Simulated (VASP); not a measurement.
Set up this calculation in VASP 6.6.1, as the native input.

```yaml
Task: single point
Functional: PBE
Potentials_or_basis: VASP PAW PBE potentials, release 64 (Sr_sv, Ti_sv, O)
Cutoff: 520 eV
k_mesh: 8 × 8 × 8
Occupations: gaussian, width 0.02 eV
Spin: no spin polarisation
Dipole_correction: no
Further_INCAR_settings: ALGO = Normal; EDIFF = 1e-07; NBANDS = 28
```

The structure of SrTiO3 lies in POSCAR:

```
SrTiO3
1.0
    3.9052800000      0.0000000000      0.0000000000
    0.0000000000      3.9052800000      0.0000000000
    0.0000000000      0.0000000000      3.9052800000
Sr Ti O
1 1 3
Direct
    0.5000000000      0.5000000000      0.5000000000
    0.0000000000      0.0000000000      0.0000000000
    0.5000000000      0.0000000000      0.0000000000
    0.0000000000      0.5000000000      0.0000000000
    0.0000000000      0.0000000000      0.5000000000
```

These files were run (other wordings do the same):

INCAR

```
PREC = Accurate ; ENCUT = 520
EDIFF = 1E-7 ; ISMEAR = 0
SIGMA = 0.02 ; LREAL = False
LASPH = True ; NELM = 60
ALGO = Normal ; ISIF = 2
LWAVE = False ; LCHARG = True
GGA = PE ; LELF = True
LVHAR = True ; NBANDS = 28
```

KPOINTS

```
Automatic mesh
0
Gamma
  8 8 8
```

Potentials or basis: VASP PAW PBE potentials, release 64 (Sr_sv, Ti_sv, O).

The run is started by

```sh
$ cat potpaw_PBE.64/Sr_sv/POTCAR potpaw_PBE.64/Ti_sv/POTCAR potpaw_PBE.64/O/POTCAR > POTCAR
$ mpirun -np 1 vasp_std > vasp.out
```

Results of the run:

| Item | Value |
| --- | --- |
| Pressure | 4.9 GPa |
| Band gap on the k mesh | 1.86 eV, indirect (least direct gap 2.21 eV) |

Wall time 64 s on 1 thread of Intel(R) Xeon(R) Platinum 8259CL CPU @ 2.50GHz (Skylake/Cascade Lake), on a shared host, peak memory 0.21 GiB.
